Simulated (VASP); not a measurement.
# W (Im-3m) in VASP: a series of runs

The runs below take W through single point, relaxation of cell and atoms, with r2SCAN.

Program: VASP 6.6.1. These are calculated values, not measurements. Logs are shortened: lines on timing, memory, paths and dates and some standing lists are left out, and cuts for length are marked.

### 1 The cell of the first run

Symmetry: Im-3m, No. 229, cubic system. The conventional cell has a = 3.168 Å, b = 3.168 Å, c = 3.168 Å, α = 90.00°, β = 90.00°, γ = 90.00°. Within 3.6 Å of W (site symmetry m-3m) lie 14 W at 2.74 to 3.17 Å.

### 2 Single point, r2SCAN

Input file POSCAR:

```
W
1.0
   -1.5841890235      1.5841890235      1.5841890235
    1.5841890235     -1.5841890235      1.5841890235
    1.5841890235      1.5841890235     -1.5841890235
W
1
Direct
    0.0000000000      0.0000000000      0.0000000000
```

Input file INCAR.step1:

```
  PREC = Accurate
  ENCUT = 520
  ISMEAR = 0
  SIGMA = 0.1
  LREAL = False
  LASPH = True
  NELM = 80
  NBANDS = 13
  GGA = PE
  ALGO = Normal
  EDIFF = 1E-4
  LWAVE = True
  LCHARG = False
```

Input file INCAR.step2:

```
  PREC = Accurate
  ENCUT = 520
  EDIFF = 1E-6
  ISMEAR = 0
  SIGMA = 0.1
  LREAL = False
  LASPH = True
  NELM = 80
  ALGO = Normal
  ISIF = 2
  LWAVE = False
  LCHARG = False
  METAGGA = R2SCAN
  LMIXTAU = True
  NBANDS = 13
  ISTART = 1
```

Input file KPOINTS:

```
regular mesh
0
Gamma
  20 20 20
```

Potentials or basis: VASP PAW PBE potentials, release 64 (W_sv).

Command:

```
$ cat potpaw_PBE.64/W_sv/POTCAR > POTCAR
$ cp INCAR.step1 INCAR
$ mpirun -np 1 vasp_std > vasp.out
$ cp INCAR.step2 INCAR
$ mpirun -np 1 vasp_std > vasp.out
```

OUTCAR:

```text
PREC = Accurate
   ENCUT = 520
   EDIFF = 1E-6
   ISMEAR = 0
   LREAL = False
   LASPH = True
   NELM = 80
   ISIF = 2
   METAGGA = R2SCAN
   ISTART = 1

 ion  position               nearest neighbor table
   1  0.000  0.000  0.000-

  LATTYP: Found a body centered cubic cell.
 ALAT       =     3.1683780470

  Lattice vectors:

 A1 = (  -1.5841890235,   1.5841890235,   1.5841890235)
 A2 = (   1.5841890235,  -1.5841890235,   1.5841890235)
 A3 = (   1.5841890235,   1.5841890235,  -1.5841890235)

Analysis of symmetry for initial positions (statically):
=====================================================================
 Subroutine PRICEL returns:
 Original cell was already a primitive cell.

 Routine SETGRP: Setting up the symmetry group for a
 body centered cubic supercell.

 Subroutine GETGRP returns: Found 48 space group operations
 (whereof 48 operations were pure point group operations)
 out of a pool of 48 trial point group operations.

The static configuration has the point symmetry O_h .

Analysis of symmetry for dynamics (positions and initial velocities):
=====================================================================
 Subroutine PRICEL returns:
 Original cell was already a primitive cell.

 Routine SETGRP: Setting up the symmetry group for a
 body centered cubic supercell.

 Subroutine GETGRP returns: Found 48 space group operations
 (whereof 48 operations were pure point group operations)
 out of a pool of 48 trial point group operations.

The dynamic configuration has the point symmetry O_h .

 Subroutine INISYM returns: Found 48 space group operations
 (whereof 48 operations are pure point group operations),
 and found     1 'primitive' translations

----------------------------------------------------------------------------------------

                                     Primitive cell

  volume of cell :      15.9031

  direct lattice vectors                    reciprocal lattice vectors
    -1.584189024  1.584189024  1.584189024     0.000000000  0.315618902  0.315618902
     1.584189024 -1.584189024  1.584189024     0.315618902  0.000000000  0.315618902
     1.584189024  1.584189024 -1.584189024     0.315618902  0.315618902  0.000000000

  length of vectors
     2.743895877  2.743895877  2.743895877     0.446352532  0.446352532  0.446352532

  position of ions in fractional coordinates (direct lattice)
     0.000000000  0.000000000  0.000000000

  ion indices of the primitive-cell ions
   primitive index   ion index
                 1           1

----------------------------------------------------------------------------------------

 KPOINTS: regular mesh

Automatic generation of k-mesh.
 Grid dimensions read from file:
 generate k-points for:   20   20   20

 Generating k-lattice:

  Cartesian coordinates                     Fractional coordinates (reciprocal lattice)
     0.000000000  0.015780945  0.015780945     0.050000000  0.000000000  0.000000000
     0.015780945  0.000000000  0.015780945     0.000000000  0.050000000  0.000000000
     0.015780945  0.015780945  0.000000000     0.000000000  0.000000000  0.050000000

  Length of vectors
     0.022317627  0.022317627  0.022317627

  Shift w.r.t. Gamma in fractional coordinates (k-lattice)
     0.000000000  0.000000000  0.000000000

 Subroutine IBZKPT returns following result:
 ===========================================

 Found    256 irreducible k-points:

 Following reciprocal coordinates:
            Coordinates               Weight
  0.000000  0.000000  0.000000      1.000000
  0.050000  0.000000  0.000000     12.000000
  0.100000  0.000000  0.000000     12.000000
  0.150000  0.000000  0.000000     12.000000
  0.200000  0.000000  0.000000     12.000000
  0.250000  0.000000  0.000000     12.000000
[... 16 lines left out ...]
  0.200000  0.100000 -0.000000     48.000000
  0.250000  0.100000 -0.000000     48.000000
 [... further k-points ...]
   k-points           NKPTS =    256   k-points in BZ     NKDIM =    256   number of bands    NBANDS=     13
   number of dos      NEDOS =    301   number of ions     NIONS =      1
   total plane-waves  NPLWV =   8000
   dimension x,y,z NGX =    20 NGY =   20 NGZ =   20
   dimension x,y,z NGXF=    40 NGYF=   40 NGZF=   40
   ions per type =               1
   NGX,Y,Z   is equivalent  to a cutoff of  12.12, 12.12, 12.12 a.u.
   NGXF,Y,Z  is equivalent  to a cutoff of  24.24, 24.24, 24.24 a.u.
 SYSTEM =  unknown system
   PREC   = accura    normal or accurate (medium, high low for compatibility)
   ISTART =      1    job   : 0-new  1-cont  2-samecut
   ICHARG =      0    charge: 1-file 2-atom 10-const
   ISPIN  =      1    spin polarized calculation?
   LNONCOLLINEAR =      F non collinear calculations
   LSORBIT =      F    spin-orbit coupling
   LASPH  =      T    aspherical Exc in radial PAW
   ENCUT  =  520.0 eV  38.22 Ry    6.18 a.u.   5.10  5.10  5.10*2*pi/ulx,y,z
   NELM   =     80;   NELMIN=  2; NELMDL=  0     # of ELM steps
   EDIFF  = 0.1E-05   stopping-criterion for ELM
   LREAL  =      F    real-space projection
   EDIFFG = 0.1E-04   stopping-criterion for IOM
   NSW    =      0    number of steps for IOM
   IBRION =     -1    ionic relax: 0-MD 1-quasi-New 2-CG
   NFREE  =      0    steps in history (QN), initial steepest desc. (CG)
   ISIF   =      2    stress and relaxation
   ISYM   =      2    0-nonsym 1-usesym 2-fastsym
   POTIM  = 0.5000    time-step for ionic-motion
   TEBEG  =    0.0;   TEEND  =   0.0 temperature during run
   PSTRESS=    0.0 pullay stress
   NELECT =      14.0000    total number of electrons
   NUPDOWN=      -1.0000    fix difference up-down
   EMIN   =  10.00;   EMAX   =-10.00  energy-range for DOS
   EFERMI =   0.00;   METHOD = LEGACY
   ISMEAR =     0;   SIGMA  =   0.10  broadening in eV -4-tet -1-fermi 0-gaus
   EFERMI_NEDOS =   21; number of points for ismear=-14 and -15
   IALGO  =     38    algorithm
   IMIX   =      4    mixing-type and parameters
     AMIX     =   0.40;   BMIX     =  1.00
     AMIX_MAG =   1.60;   BMIX_MAG =  1.00
  volume/ion in A,a.u.               =      15.90       107.32
  Fermi-wavevector in a.u.,A,eV,Ry     =   1.569003  2.964986 33.494431  2.461771
  Thomas-Fermi vector in A             =   2.670950
   LORBIT       =      0    0 simple, 1 ext, 2 COOP (PROOUT), +10 PAW based schemes
   METAGGA = R2SCAN    functional components
   LHFCALC =     F    Hartree Fock is set to
   AEXX    =    0.0000 exact exchange contribution
   IVDW    =     0    specifies the selected vdW correction
   LEPSILON=     F    determine dielectric tensor
   LRPA    =     F    only Hartree local field effects (RPA)
 non-spin polarized calculation
 Gauss-broadening in eV      SIGMA  =   0.10
  energy-cutoff  :      520.00
  volume of cell :       15.90
 maximum number of plane-waves:       445
   NGX = 11   NGY = 11   NGZ = 11

 number of electron      14.0000003 magnetization

 Free energy of the ion-electron system (eV)
  ---------------------------------------------------
  ext. energy  EPLUGINS =         0.00000000
  ---------------------------------------------------
  free energy    TOTEN  =       -51.35659659 eV

  energy without entropy =      -51.35471152  energy(sigma->0) =      -51.35565405

 E-fermi :  11.3330     XC(G=0): -14.9393

 val. band max:       11.3175665224   @ k =  -0.3000   0.3500   0.2000
 cond. band min:      11.3372019456   @ k =  -0.2000   0.2500   0.1000
 fundamental gap:      0.0196354232
 Fermi energy:        11.3329722951

 k-point     1 :       0.0000    0.0000    0.0000
  band No.  band energies     occupation
      1     -64.8792      2.00000
      2     -27.7435      2.00000
      3     -27.7435      2.00000
      4     -27.7435      2.00000
      5       1.1321      2.00000
      6       9.9651      2.00000
      7       9.9651      2.00000
      8       9.9651      2.00000
      9      13.7959      0.00000
     10      13.7959      0.00000
     11      26.4952      0.00000
     12      26.4952      0.00000
     13      26.4952      0.00000

 k-point     2 :       0.0500    0.0000    0.0000
  band No.  band energies     occupation
      1     -64.8756      2.00000
      2     -27.7796      2.00000
      3     -27.7547      2.00000
      4     -27.7437      2.00000
      5       1.2587      2.00000
      6       9.8868      2.00000
      7       9.9474      2.00000
      8      10.0864      2.00000
      9      13.6664      0.00000
     10      13.7952      0.00000
     11      26.6039      0.00000
     12      26.7108      0.00000
     13      26.8040      0.00000

 k-point     3 :       0.1000    0.0000    0.0000
  band No.  band energies     occupation
      1     -64.8651      2.00000
      2     -27.8833      2.00000
      3     -27.7869      2.00000
      4     -27.7442      2.00000
      5       1.6270      2.00000
      6       9.6672      2.00000
      7       9.8758      2.00000
      8      10.4468      2.00000
      9      13.3682      0.00000
     10      13.7987      0.00000
     11      26.8864      0.00000
     12      27.3411      0.00000
     13      27.6128      0.00000

 k-point     4 :       0.1500    0.0000    0.0000
  band No.  band energies     occupation
      1     -64.8487      2.00000
      2     -28.0423      2.00000
      3     -27.8367      2.00000
      4     -27.7450      2.00000
      5       2.2015      2.00000
      6       9.3454      2.00000
      7       9.7154      2.00000
      8      11.0363      1.99997
      9      13.0948      0.00000
     10      13.8200      0.00000
     11      27.1885      0.00000
     12      28.3428      0.00000
     13      28.5778      0.00000

 k-point     5 :       0.2000    0.0000    0.0000
  band No.  band energies     occupation
      1     -64.8279      2.00000
      2     -28.2382      2.00000
      3     -27.8989      2.00000
      4     -27.7461      2.00000
      5       2.9153      2.00000
      6       8.9694      2.00000
      7       9.4812      2.00000
      8      11.8375      0.00000
      9      12.9935      0.00000
     10      13.8751      0.00000
     11      27.2107      0.00000
     12      29.0656      0.00000
     13      29.6601      0.00000
[... 257 lines left out ...]
 k-point    22 :       0.1500    0.1000    0.0000
  band No.  band energies     occupation
      1     -64.8197      2.00000
      2     -28.3024      2.00000
      3     -27.8958      2.00000
      4     -27.7877      2.00000
      5       3.2333      2.00000
      6       8.9646      2.00000
      7       9.1581      2.00000
      8      12.3103      0.00000
      9      12.7063      0.00000
     10      14.1286      0.00000
     11      27.7769      0.00000
     12      28.6208      0.00000
     13      29.7261      0.00000

 k-point    23 :       0.2000    0.1000   -0.0000
  band No.  band energies     occupation
      1     -64.7978      2.00000
      2     -28.4891      2.00000
      3     -27.9712      2.00000
      4     -27.7927      2.00000
      5       3.9761      2.00000
      6       8.5917      2.00000
      7       8.9668      2.00000
      8      12.7382      0.00000
      9      13.3477      0.00000
     10      14.2804      0.00000
     11      27.0254      0.00000
     12      28.4106      0.00000
     13      30.5932      0.00000

 k-point    24 :       0.2500    0.1000   -0.0000
  band No.  band energies     occupation
      1     -64.7758      2.00000
      2     -28.6702      2.00000
      3     -28.0491      2.00000
      4     -27.7960      2.00000
      5       4.6042      2.00000
      6       8.2497      2.00000
      7       8.9967      2.00000
      8      12.9433      0.00000
      9      14.3843      0.00000
     10      14.5382      0.00000
     11      25.9099      0.00000
     12      27.3973      0.00000
     13      31.8438      0.00000

 [... further k-points ...]
[... 5 lines left out ...]
  --------------------------------------------------------------------------------------
  -------------------------------------------------------------------------------------
  Total        0.1227066      0.1227066      0.1227066     -0.0000000     -0.0000000      0.0000000
  in kB       12.3622450     12.3622450     12.3622450     -0.0000000     -0.0000000      0.0000000
  external PRESSURE =      12.3622450 kB  Pullay stress =       0.0000000 kB

 VOLUME and BASIS-vectors are now :
 -----------------------------------------------------------------------------
  energy-cutoff  :      520.00
  volume of cell :       15.90
      direct lattice vectors                 reciprocal lattice vectors
    -1.584189024  1.584189024  1.584189024     0.000000000  0.315618902  0.315618902
     1.584189024 -1.584189024  1.584189024     0.315618902  0.000000000  0.315618902
     1.584189024  1.584189024 -1.584189024     0.315618902  0.315618902  0.000000000

 POSITION                                       TOTAL-FORCE (eV/Angst)
 -----------------------------------------------------------------------------------
      0.00000      0.00000      0.00000         0.000000     -0.000000     -0.000000
 -----------------------------------------------------------------------------------
    total drift:                               -0.000000     -0.000000      0.000000

  FREE ENERGIE OF THE ION-ELECTRON SYSTEM (eV)
  ---------------------------------------------------
  free  energy   TOTEN  =       -51.3565965915 eV

  energy  without entropy=      -51.3547115167  energy(sigma->0) =      -51.35565405
```

Run time: 75 s. Hardware: 1 thread of AMD EPYC 9R45 (Zen 5), shared host; peak memory 0.14 GiB.

What came out:

```yaml
Free_energy: -51.3566 eV
Pressure: 1.2 GPa
Band_gap_on_the_k_mesh: zero (bands 7 and 8 overlap by 6.59 eV)
```

Caveat: the PAW data sets were made with another functional, which shifts forces and pressure a little; spin-orbit coupling is left out, which moves the levels of the heavy elements.

### 3 Relaxation of cell and atoms, r2SCAN

Input file POSCAR:

```
W
1.0
   -1.5850000000      1.5850000000      1.5850000000
    1.5850000000     -1.5850000000      1.5850000000
    1.5850000000      1.5850000000     -1.5850000000
W
1
Direct
    0.0000000000      0.0000000000      0.0000000000
```

Input file INCAR.step1:

```
SYSTEM = W
ALGO = Normal
EDIFF = 1E-4
ENCUT = 600
GGA = PE
ISMEAR = 0
LASPH = .TRUE.
LCHARG = .FALSE.
LREAL = .FALSE.
LWAVE = .TRUE.
NELM = 80
PREC = Accurate
SIGMA = 0.1
```

Input file INCAR.step2:

```
SYSTEM = W
ALGO = Normal
EDIFF = 1E-6
EDIFFG = -0.005
ENCUT = 600
IBRION = 2
ISIF = 3
ISMEAR = 0
ISTART = 1
LASPH = .TRUE.
LCHARG = .FALSE.
LMIXTAU = .TRUE.
LREAL = .FALSE.
LWAVE = .FALSE.
METAGGA = R2SCAN
NELM = 80
NSW = 80
PREC = Accurate
SIGMA = 0.1
```

Input file KPOINTS:

```
k-points
0
G
  20 20 20
  0 0 0
```

Potentials or basis: VASP PAW PBE potentials, release 64 (W_sv).

Command:

```
$ cat potpaw_PBE.64/W_sv/POTCAR > POTCAR
$ cp INCAR.step1 INCAR
$ mpirun -np 1 vasp_std > vasp.out
$ cp INCAR.step2 INCAR
$ mpirun -np 1 vasp_std > vasp.out
```

Wall time 4.2 min (1 thread of AMD EPYC 9R45 (Zen 5), shared host); peak memory 0.16 GiB.

It converged, with:

- Free energy: -51.3574 eV
- Relaxed volume: 15.97 Å³/atom
- Relaxed cell: a = 2.748 Å, b = 2.748 Å, c = 2.748 Å, α = 109.47°, β = 109.47°, γ = 109.47°
- Space group after relaxing (to 0.1 Å): Im-3m (No. 229)
- Energy gained by relaxing: 0.1 meV/atom
- Ionic steps: 3
- Pressure after relaxing: 0.0 GPa
- Band gap on the k mesh: zero (bands 7 and 8 overlap by 6.55 eV)

Final structure:
```xyz
1
Lattice="-1.5863 1.5863 1.5863 1.5863 -1.5863 1.5863 1.5863 1.5863 -1.5863" Properties=species:S:1:pos:R:3 pbc="T T T"
W     0.0000    0.0000    0.0000
```

Levels at points of the mesh, in eV from the Fermi level:
| k point | band 4 | band 5 | band 6 | band 7 | band 8 | band 9 | band 10 | band 11 |
| --- | --- | --- | --- | --- | --- | --- | --- | --- |
| (0.00, 0.00, 0.00) | -39.09 | -10.18 | -1.36 | -1.36 | -1.36 | 2.45 | 2.45 | 15.15 |
| (0.50, 0.00, 0.00) | -39.10 | -6.60 | -3.80 | 0.41 | 2.29 | 3.33 | 6.18 | 11.45 |
| (0.50, 0.50, 0.50) | -40.02 | -6.05 | -6.05 | 5.19 | 5.19 | 5.19 | 8.40 | 8.40 |

Caveat: the PAW data sets were made with another functional, which shifts forces and pressure a little; spin-orbit coupling is left out, which moves the levels of the heavy elements.
